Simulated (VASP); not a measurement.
A run of VASP 6.6.1 is set up as follows.

INCAR

```
PREC = Accurate
ENCUT = 520
EDIFF = 1E-7
ISMEAR = 1
SIGMA = 0.1
LREAL = Auto
LASPH = True
NELM = 80
ALGO = Normal
ISIF = 2
LWAVE = False
LCHARG = True
GGA = PE
LELF = True
LVHAR = True
NBANDS = 40
```

File KPOINTS:

```
Automatic mesh
0
Gamma
  3 3 3
```

POSCAR

```
Al16C
1.0
   -4.0389296000      4.0389296000      4.0389296000
    4.0389296000     -4.0389296000      4.0389296000
    4.0389296000      4.0389296000     -4.0389296000
Al C
16 1
Direct
    0.0001540375     -0.0000303266     -0.0000273077
    0.0002181733      0.2499893747      0.7500124012
    0.0002350555      0.5000560934      0.5000604648
    0.0002199054      0.7499814913      0.2500142960
    0.2502116065     -0.0000014080      0.7500314263
    0.2437609010      0.2435196695      0.5000156678
    0.2437840380      0.4999681244      0.2435974910
    0.2501853624      0.7499793758      0.0000264133
    0.5002310886     -0.0000439413      0.5000478313
    0.5002139058      0.2435070113      0.2435465327
    0.5002346146      0.5000512112      0.0000536113
    0.5002079067      0.7563405947      0.7563795750
    0.7502165055     -0.0000026195      0.2500242875
    0.7502035128      0.2499848491      0.0000340071
    0.7566180413      0.4999530664      0.7564372546
    0.7565885194      0.7563613746      0.5000042630
    0.5001623827      0.4998333294      0.4999414735
```

Potentials or basis: VASP PAW PBE potentials, release 64 (Al, C).

Command:

```bash
$ cat potpaw_PBE.64/Al/POTCAR potpaw_PBE.64/C/POTCAR > POTCAR
$ mpirun -np 1 vasp_std > vasp.out
```

(1) Estimate the pressure.

(2) Estimate the band gap on the k mesh.

## Answers

(1) 1.7 GPa.

(2) zero (bands 26 and 27 overlap by 1.66 eV).

Caveat: the k points lie up to 0.37 Å⁻¹ apart, too coarse for converged energies and pressures of a metal.
